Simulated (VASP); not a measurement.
# Al (P6_3/mmc) in VASP: further runs

Runs on Al. Level: PBEsol. Tasks: single point.

Program: VASP 6.6.1. These are calculated values, not measurements. Logs are shortened: lines on timing, memory, paths and dates and some standing lists are left out, and cuts for length are marked.

### 1 The cell of the first run

Symmetry: P6_3/mmc, No. 194, hexagonal system. The conventional cell has a = 2.750 Å, b = 2.750 Å, c = 8.934 Å, α = 90.00°, β = 90.00°, γ = 120.00°. Al (site symmetry -3m) has 12 Al at 2.74 to 2.75 Å within 3.6 Å. Within 3.6 Å of Al (site symmetry -6m2) lie 12 Al at 2.74 to 2.75 Å.

### 2 Single point, PBEsol

INCAR reads:

```
SYSTEM = Al
ALGO = Normal
EDIFF = 1E-6
ENCUT = 520
GGA = PS
ISIF = 2
ISMEAR = 1
LASPH = .True.
LCHARG = .False.
LREAL = .False.
LWAVE = .False.
NBANDS = 14
NELM = 100
PREC = Accurate
SIGMA = 0.15
```

KPOINTS reads:

```
k-points
0
Gamma
  9 9 3
  0 0 0
```

POSCAR reads:

```
Al
1.0
    2.7495835011      0.0000000000      0.0000000000
   -1.3747922368      2.3812096476      0.0000000000
    0.0000000000      0.0000000000      8.9341941495
Al
4
Direct
    0.0000000000      0.0000000000      0.0000000000
    0.3333333333      0.6666666667      0.2500000000
    0.0000000000      0.0000000000      0.5000000000
    0.6666666667      0.3333333333      0.7500000000
```

Potentials or basis: VASP PAW PBE potentials, release 64 (Al).

Run with:

```
$ cat potpaw_PBE.64/Al/POTCAR > POTCAR
$ mpirun -np 1 vasp_std > vasp.out
```

OUTCAR:

```text
SYSTEM = Al
   EDIFF = 1E-6
   ENCUT = 520
   GGA = PS
   ISIF = 2
   ISMEAR = 1
   LASPH = .True.
   LREAL = .False.
   NELM = 100
   PREC = Accurate

 ion  position               nearest neighbor table
   1  0.000  0.000  0.000-   4 2.74   2 2.74   4 2.74   2 2.74   4 2.74   2 2.74
   2  0.333  0.667  0.250-   1 2.74   3 2.74   1 2.74   3 2.74   1 2.74   3 2.74
   3  0.000  0.000  0.500-   4 2.74   2 2.74   4 2.74   2 2.74   4 2.74   2 2.74
   4  0.667  0.333  0.750-   1 2.74   3 2.74   1 2.74   3 2.74   1 2.74   3 2.74

  LATTYP: Found a hexagonal cell.
 ALAT       =     2.7495835011
 C/A-ratio  =     3.2492899910

  Lattice vectors:

 A1 = (   2.7495835011,   0.0000000000,   0.0000000000)
 A2 = (  -1.3747922368,   2.3812096476,   0.0000000000)
 A3 = (   0.0000000000,   0.0000000000,   8.9341941495)

Analysis of symmetry for initial positions (statically):
=====================================================================
 Subroutine PRICEL returns:
 Original cell was already a primitive cell.

 Routine SETGRP: Setting up the symmetry group for a
 hexagonal supercell.

 Subroutine GETGRP returns: Found 24 space group operations
 (whereof 12 operations were pure point group operations)
 out of a pool of 24 trial point group operations.

The static configuration has the point symmetry D_3d.
 The point group associated with its full space group is D_6h.

Analysis of symmetry for dynamics (positions and initial velocities):
=====================================================================
 Subroutine PRICEL returns:
 Original cell was already a primitive cell.

 Routine SETGRP: Setting up the symmetry group for a
 hexagonal supercell.

 Subroutine GETGRP returns: Found 24 space group operations
 (whereof 12 operations were pure point group operations)
 out of a pool of 24 trial point group operations.

The dynamic configuration has the point symmetry D_3d.
 The point group associated with its full space group is D_6h.

 Subroutine INISYM returns: Found 24 space group operations
 (whereof 12 operations are pure point group operations),
 and found     1 'primitive' translations

----------------------------------------------------------------------------------------

                                     Primitive cell

  volume of cell :      58.4952

  direct lattice vectors                    reciprocal lattice vectors
[... 100 lines left out ...]
   PSTRESS=    0.0 pullay stress
   NELECT =      12.0000    total number of electrons
   NUPDOWN=      -1.0000    fix difference up-down
   EMIN   =  10.00;   EMAX   =-10.00  energy-range for DOS
   EFERMI =   0.00;   METHOD = LEGACY
   ISMEAR =     1;   SIGMA  =   0.15  broadening in eV -4-tet -1-fermi 0-gaus
   EFERMI_NEDOS =   21; number of points for ismear=-14 and -15
   IALGO  =     38    algorithm
   IMIX   =      4    mixing-type and parameters
     AMIX     =   0.40;   BMIX     =  1.00
     AMIX_MAG =   1.60;   BMIX_MAG =  1.00
  volume/ion in A,a.u.               =      14.62        98.69
  Fermi-wavevector in a.u.,A,eV,Ry     =   0.965521  1.824571 12.683782  0.932232
  Thomas-Fermi vector in A             =   2.095245
   LORBIT       =      0    0 simple, 1 ext, 2 COOP (PROOUT), +10 PAW based schemes
   GGA     = PS    functional components
   LHFCALC =     F    Hartree Fock is set to
   AEXX    =    0.0000 exact exchange contribution
   IVDW    =     0    specifies the selected vdW correction
   LEPSILON=     F    determine dielectric tensor
   LRPA    =     F    only Hartree local field effects (RPA)
 non-spin polarized calculation
 Methfessel and Paxton  Order N= 1 SIGMA  =   0.15
  energy-cutoff  :      520.00
  volume of cell :       58.50
 maximum number of plane-waves:      1588
   NGX = 11   NGY = 11   NGZ = 33

 number of electron      12.0000000 magnetization

 Free energy of the ion-electron system (eV)
  ---------------------------------------------------
  ext. energy  EPLUGINS =         0.00000000
  ---------------------------------------------------
  free energy    TOTEN  =       -16.10907356 eV

  energy without entropy =      -16.10938698  energy(sigma->0) =      -16.10917803

 E-fermi :   9.1453     XC(G=0): -10.7062

 val. band max:        9.0971062043   @ k =   0.3333   0.2222   0.3333
 cond. band min:       9.2102287732   @ k =   0.3333   0.3333   0.3333
 fundamental gap:      0.1131225689
 Fermi energy:         9.1452711091

 k-point     1 :       0.0000    0.0000    0.0000
  band No.  band energies     occupation
      1      -2.7256      2.00000
      2      -0.8937      2.00000
      3      -0.8791      2.00000
      4       4.2138      2.00000
      5       4.7810      2.00000
      6      13.0433      0.00000
      7      13.0604      0.00000
      8      20.7793      0.00000
      9      20.7793      0.00000
     10      20.8273      0.00000
     11      20.8273      0.00000
     12      21.7476      0.00000
     13      21.7493      0.00000
     14      21.8582      0.00000
[... 377 lines left out ...]
      1       5.7792      2.00000
      2       5.8407      2.00000
      3       5.8407      2.00000
      4       6.2417      2.00000
      5       6.4215      2.00000
      6       6.4215      2.00000
      7       8.6673      2.00006
      8       8.6673      2.00006
      9       9.2102      0.33771
     10      10.6739     -0.00000
     11      10.9584     -0.00000
     12      10.9584     -0.00000
     13      15.1820      0.00000
     14      15.1820      0.00000

------------------------ aborting loop because EDIFF is reached ----------------------------------------

  FORCE on cell =-STRESS in cart. coord.  units (eV):
  Direction    XX          YY          ZZ          XY          YZ          ZX
  --------------------------------------------------------------------------------------
  -------------------------------------------------------------------------------------
  Total        3.3454567      3.3454580      4.8058723     -0.0000007      0.0000000      0.0000000
  in kB       91.6317664     91.6318038    131.6324227     -0.0000187      0.0000000      0.0000000
  external PRESSURE =     104.9653310 kB  Pullay stress =       0.0000000 kB

 VOLUME and BASIS-vectors are now :
 -----------------------------------------------------------------------------
  energy-cutoff  :      520.00
  volume of cell :       58.50
      direct lattice vectors                 reciprocal lattice vectors
     2.749583501  0.000000000  0.000000000     0.363691446  0.209977386  0.000000000
    -1.374792237  2.381209648  0.000000000     0.000000000  0.419954623  0.000000000
     0.000000000  0.000000000  8.934194149     0.000000000  0.000000000  0.111929513

 POSITION                                       TOTAL-FORCE (eV/Angst)
 -----------------------------------------------------------------------------------
      0.00000      0.00000      0.00000         0.000000      0.000000      0.000000
     -0.00000      1.58747      2.23355         0.000000      0.000000      0.000000
      0.00000      0.00000      4.46710         0.000000      0.000000      0.000000
      1.37479      0.79374      6.70065        -0.000000     -0.000000     -0.000000
 -----------------------------------------------------------------------------------
    total drift:                               -0.000000      0.000000     -0.000000

  FREE ENERGIE OF THE ION-ELECTRON SYSTEM (eV)
  ---------------------------------------------------
  free  energy   TOTEN  =       -16.1090735590 eV

  energy  without entropy=      -16.1093869827  energy(sigma->0) =      -16.10917803
```

OSZICAR:

```text
N       E                     dE             d eps       ncg     rms          rms(c)
DAV:   1     0.648465585102E+01    0.64847E+01   -0.43567E+03   672   0.673E+02
DAV:   2    -0.154500472328E+02   -0.21935E+02   -0.20082E+02   898   0.910E+01
DAV:   3    -0.162343522925E+02   -0.78431E+00   -0.77718E+00   906   0.138E+01
DAV:   4    -0.162394568582E+02   -0.51046E-02   -0.51043E-02   806   0.139E+00
DAV:   5    -0.162395096205E+02   -0.52762E-04   -0.52763E-04   924   0.146E-01    0.327E+00
DAV:   6    -0.161613982293E+02    0.78111E-01   -0.65412E-03   772   0.406E-01    0.185E+00
DAV:   7    -0.161099306761E+02    0.51468E-01   -0.15202E-02   786   0.595E-01    0.283E-01
DAV:   8    -0.161090953658E+02    0.83531E-03   -0.47812E-04   950   0.113E-01    0.976E-02
DAV:   9    -0.161090734776E+02    0.21888E-04   -0.41773E-05   850   0.307E-02    0.223E-02
DAV:  10    -0.161090735590E+02   -0.81434E-07   -0.16415E-06   776   0.738E-03
   1 F= -.16109074E+02 E0= -.16109178E+02  d E =0.313424E-03
```

stdout:

```text
POSCAR found type information on POSCAR Al
 POSCAR found :  1 types and       4 ions
 scaLAPACK will be used
 -----------------------------------------------------------------------------
|                                                                             |
|                                                                             |
|     You enforced a specific xc type in the INCAR file but a different       |
|     I HOPE YOU KNOW WHAT YOU ARE DOING!                                     |
|                                                                             |
 -----------------------------------------------------------------------------

 LDA part: xc-table for (Slater+PW92), standard interpolation
 POSCAR, INCAR and KPOINTS ok, starting setup
 FFT: planning ... GRIDC
 FFT: planning ... GRID_SOFT
 FFT: planning ... GRID
 WAVECAR not read
 entering main loop
```

It took 24 s on 1 thread of AMD EPYC 7R13, shared host; peak memory 0.13 GiB.

Results:

```yaml
Free_energy: -16.1091 eV
Pressure: 10.5 GPa
Band_gap_on_the_k_mesh: zero (band 6 reaches 13.45 eV, above the bottom of band 7 at 7.85 eV)
```

Caveat: the PAW data sets were made with another functional, which shifts forces and pressure a little.

### 3 Single point, PBEsol

This run uses another cell than the first one, of 15.05 Å³/atom, 1.029 times its volume.

INCAR reads:

```
PREC     = Accurate       # precision mode
ENCUT    = 520            # plane-wave cutoff, eV
EDIFF    = 1E-6           # SCF threshold, eV
ISMEAR   = 1              # smearing method
SIGMA    = 0.15           # smearing width, eV
LREAL    = False          # projectors in reciprocal space
LASPH    = True           # aspherical terms in the spheres
NELM     = 60             # most SCF steps
ALGO     = Normal         # electronic algorithm
ISIF     = 2              # what is computed and relaxed
LWAVE    = False          # write WAVECAR
LCHARG   = False          # write CHGCAR
GGA      = PS             # functional
NBANDS   = 14             # bands
```

KPOINTS reads:

```
Automatic mesh
0
Gamma
  9 9 3
```

POSCAR reads:

```
Al
1.0
    2.7758969037      0.0000000000      0.0000000000
   -1.3879489428      2.4039977274      0.0000000000
    0.0000000000      0.0000000000      9.0196940255
Al
4
Direct
    0.0000000000      0.0000000000      0.0000000000
    0.3333333333      0.6666666667      0.2500000000
    0.0000000000      0.0000000000      0.5000000000
    0.6666666667      0.3333333333      0.7500000000
```

Potentials or basis: VASP PAW PBE potentials, release 64 (Al).

Run with:

```
$ cat potpaw_PBE.64/Al/POTCAR > POTCAR
$ mpirun -np 1 vasp_std > vasp.out
```

OUTCAR:

```text
PREC = Accurate
   ENCUT = 520
   EDIFF = 1E-6
   ISMEAR = 1
   LREAL = False
   LASPH = True
   NELM = 60
   ISIF = 2
   GGA = PS

 ion  position               nearest neighbor table
   1  0.000  0.000  0.000-   4 2.77   2 2.77   4 2.77   2 2.77   4 2.77   2 2.77
   2  0.333  0.667  0.250-   1 2.77   3 2.77   1 2.77   3 2.77   1 2.77   3 2.77
   3  0.000  0.000  0.500-   4 2.77   2 2.77   4 2.77   2 2.77   4 2.77   2 2.77
   4  0.667  0.333  0.750-   1 2.77   3 2.77   1 2.77   3 2.77   1 2.77   3 2.77

  LATTYP: Found a hexagonal cell.
 ALAT       =     2.7758969037
 C/A-ratio  =     3.2492899911

  Lattice vectors:

 A1 = (   2.7758969037,   0.0000000000,   0.0000000000)
 A2 = (  -1.3879489428,   2.4039977274,   0.0000000000)
 A3 = (   0.0000000000,   0.0000000000,   9.0196940255)

Analysis of symmetry for initial positions (statically):
=====================================================================
 Subroutine PRICEL returns:
 Original cell was already a primitive cell.

 Routine SETGRP: Setting up the symmetry group for a
 hexagonal supercell.

[... 189 lines left out ...]
      9      20.2317      0.00000
     10      20.3203      0.00000
     11      20.3203      0.00000
     12      21.2443      0.00000
     13      21.2794      0.00000
     14      21.3850      0.00000
[... 377 lines left out ...]
      1       5.5093      2.00000
      2       5.5977      2.00000
      3       5.5977      2.00000
      4       5.9742      2.00000
      5       6.1569      2.00000
      6       6.1569      2.00000
      7       8.3663      2.00014
      8       8.3663      2.00014
      9       8.8355      0.86072
     10      10.2994     -0.00000
     11      10.5958     -0.00000
     12      10.5958     -0.00000
     13      14.7432      0.00000
     14      14.7432      0.00000

------------------------ aborting loop because EDIFF is reached ----------------------------------------

  FORCE on cell =-STRESS in cart. coord.  units (eV):
  Direction    XX          YY          ZZ          XY          YZ          ZX
  --------------------------------------------------------------------------------------
  -------------------------------------------------------------------------------------
  Total        2.1545301      2.1545310      3.6703987     -0.0000004      0.0000000      0.0000000
  in kB       57.3500714     57.3500948     97.7000151     -0.0000117      0.0000000      0.0000000
  external PRESSURE =      70.8000604 kB  Pullay stress =       0.0000000 kB

 VOLUME and BASIS-vectors are now :
 -----------------------------------------------------------------------------
  energy-cutoff  :      520.00
  volume of cell :       60.19
      direct lattice vectors                 reciprocal lattice vectors
     2.775896904  0.000000000  0.000000000     0.360243926  0.207986959  0.000000000
    -1.387948943  2.403997727  0.000000000     0.000000000  0.415973771  0.000000000
     0.000000000  0.000000000  9.019694025     0.000000000  0.000000000  0.110868506

 POSITION                                       TOTAL-FORCE (eV/Angst)
 -----------------------------------------------------------------------------------
      0.00000      0.00000      0.00000        -0.000000      0.000000      0.000000
     -0.00000      1.60267      2.25492        -0.000000     -0.000000     -0.000000
      0.00000      0.00000      4.50985        -0.000000      0.000000      0.000000
      1.38795      0.80133      6.76477         0.000000      0.000000     -0.000000
 -----------------------------------------------------------------------------------
    total drift:                               -0.000000     -0.000000      0.000000

  FREE ENERGIE OF THE ION-ELECTRON SYSTEM (eV)
  ---------------------------------------------------
  free  energy   TOTEN  =       -16.2016733578 eV

  energy  without entropy=      -16.2010149961  energy(sigma->0) =      -16.20145390
```

stdout:

```text
POSCAR found type information on POSCAR Al
 POSCAR found :  1 types and       4 ions
 scaLAPACK will be used
 -----------------------------------------------------------------------------
|                                                                             |
|                                                                             |
|     You enforced a specific xc type in the INCAR file but a different       |
|     I HOPE YOU KNOW WHAT YOU ARE DOING!                                     |
|                                                                             |
 -----------------------------------------------------------------------------

 LDA part: xc-table for (Slater+PW92), standard interpolation
 POSCAR, INCAR and KPOINTS ok, starting setup
 FFT: planning ... GRIDC
 FFT: planning ... GRID_SOFT
 FFT: planning ... GRID
 WAVECAR not read
 entering main loop
```

Run time: 37 s. Hardware: 1 thread of AMD EPYC 7R13, shared host; peak memory 0.15 GiB.

What came out:

```
Free energy            : -16.2017 eV
Pressure               : 7.1 GPa
Band gap on the k mesh : zero (band 6 reaches 13.07 eV, above the bottom of band 7 at 7.54 eV)
```

Stress tensor (GPa, compression positive):
```
5.74 0.00 0.00
0.00 5.74 0.00
0.00 0.00 9.77
```

Caveat: the PAW data sets were made with another functional, which shifts forces and pressure a little.

### 4 Single point, PBEsol

This run uses another cell than the first one, of 15.47 Å³/atom, 1.058 times its volume.

INCAR reads:

```
ALGO     = Normal         # electronic algorithm
EDIFF    = 1E-6           # SCF threshold, eV
ENCUT    = 520            # plane-wave cutoff, eV
GGA      = PS             # functional
ISIF     = 2              # what is computed and relaxed
ISMEAR   = 1              # smearing method
LASPH    = T              # aspherical terms in the spheres
LCHARG   = F              # write CHGCAR
LREAL    = F              # projectors in reciprocal space
LWAVE    = F              # write WAVECAR
NBANDS   = 14             # bands
NELM     = 80             # most SCF steps
PREC     = Accurate       # precision mode
SIGMA    = 0.15           # smearing width, eV
```

KPOINTS reads:

```
k-points
0
Gamma
  9 9 3
```

POSCAR reads:

```
Al
1.0
    2.8017206834      0.0000000000      0.0000000000
   -1.4008608372      2.4263617812      0.0000000000
    0.0000000000      0.0000000000      9.1036029744
Al
4
Direct
    0.0000000000      0.0000000000      0.0000000000
    0.3333333333      0.6666666667      0.2500000000
    0.0000000000      0.0000000000      0.5000000000
    0.6666666667      0.3333333333      0.7500000000
```

Run with:

```
$ cat potpaw_PBE.64/Al/POTCAR > POTCAR
$ mpirun -np 1 vasp_std > vasp.out
```

Run time: 33 s. Hardware: 1 thread of AMD EPYC 7R13, shared host; peak memory 0.15 GiB.

The run converged. Its results:

| Quantity | Value |
| --- | --- |
| Free energy | -16.2607 eV |
| Pressure | 4.1 GPa |
| Band gap on the k mesh | zero (band 6 reaches 12.72 eV, above the bottom of band 7 at 7.24 eV) |

Stress tensor (GPa, compression positive):
```
2.77 0.00 0.00
0.00 2.77 0.00
0.00 0.00 6.89
```

Levels at points of the mesh, in eV from the Fermi level:
```
           k point  band 3  band 4  band 5  band 6  band 7  band 8
(0.00, 0.00, 0.00)   -9.68   -4.70   -4.28    3.78    3.80   11.19
```

Caveat: the PAW data sets were made with another functional, which shifts forces and pressure a little.

### 5 Summary

| cell | gap on the mesh (eV) | pressure (GPa) |
| --- | --- | --- |
| a = 2.750, b = 2.750, c = 8.934 Å, angles 90.0, 90.0, 120.0°, 4 atoms | none | 10.5 |
| a = 2.776, b = 2.776, c = 9.020 Å, angles 90.0, 90.0, 120.0°, 4 atoms | none | 7.1 |
| a = 2.802, b = 2.802, c = 9.104 Å, angles 90.0, 90.0, 120.0°, 4 atoms | none | 4.1 |

Alike in all rows: task single point; level PBEsol; potentials or basis VASP PAW PBE potentials, release 64 (Al); no spin polarisation; k mesh 9 × 9 × 3; cutoff (eV) 520; smearing methfessel-paxton 0.15 eV.

Caveats: the PAW data sets were made with another functional, which shifts forces and pressure a little.

Absolute energies hang on the potentials; compare differences alone.
